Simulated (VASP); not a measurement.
Here is a VASP 6.6.1 calculation.

Contents of POSCAR:

```
NiO
1.0
    4.1570200900      2.0785100400      2.0785100400
    2.0785100400      4.1570200900      2.0785100400
    2.0785100400      2.0785100400      4.1570200900
Ni O
2 2
Direct
    0.0000000000      0.0000000000      0.0000000000
    0.5000000000      0.5000000000      0.5000000000
    0.2500000000      0.2500000000      0.2500000000
    0.7500000000      0.7500000000      0.7500000000
```

INCAR.step1

```
SYSTEM = NiO
PREC = Accurate ; ENCUT = 660
ISMEAR = -1 ; SIGMA = 0.1
LREAL = .False. ; LASPH = .True.
NELM = 200 ; ISPIN = 2
MAGMOM = 2 2 0 0 ; LMAXMIX = 4
NBANDS = 28 ; GGA = PE
ALGO = Normal ; EDIFF = 1E-5
LWAVE = .True. ; LCHARG = .False.
GGA_COMPAT = .False.
```

File INCAR.step2:

```
SYSTEM = NiO
PREC = Accurate ; ENCUT = 660
EDIFF = 1E-6 ; ISMEAR = -1
SIGMA = 0.1 ; LREAL = .False.
LASPH = .True. ; NELM = 200
ALGO = Normal ; ISIF = 2
LWAVE = .False. ; LCHARG = .True.
ISPIN = 2 ; MAGMOM = 2 2 0 0
LORBIT = 11 ; LMAXMIX = 4
METAGGA = R2SCAN ; LMIXTAU = .True.
LELF = .True. ; LVHAR = .True.
NBANDS = 28 ; ISTART = 1
GGA_COMPAT = .False.
```

KPOINTS

```
regular mesh
0
Gamma
  7 7 7
  0 0 0
```

Potentials or basis: VASP PAW PBE potentials, release 64 (Ni, O).

Run with:

```console
$ cat potpaw_PBE.64/Ni/POTCAR potpaw_PBE.64/O/POTCAR > POTCAR
$ cp INCAR.step1 INCAR
$ mpirun -np 1 vasp_std > vasp.out
$ cp INCAR.step2 INCAR
$ mpirun -np 1 vasp_std > vasp.out
```

Task: Estimate the site moments.

Result: Ni +1.69; O +0.28 μB.

Task: Estimate the pressure.

Result: 4.8 GPa.

Task: What does it give for the band gap on the k mesh?

Result: 0.66 eV.

Caveat: the cell stands under pressure; the PAW data sets were made with another functional, which shifts forces and pressure a little; an odd mesh through Γ misses points on the zone boundary, where band edges can lie.
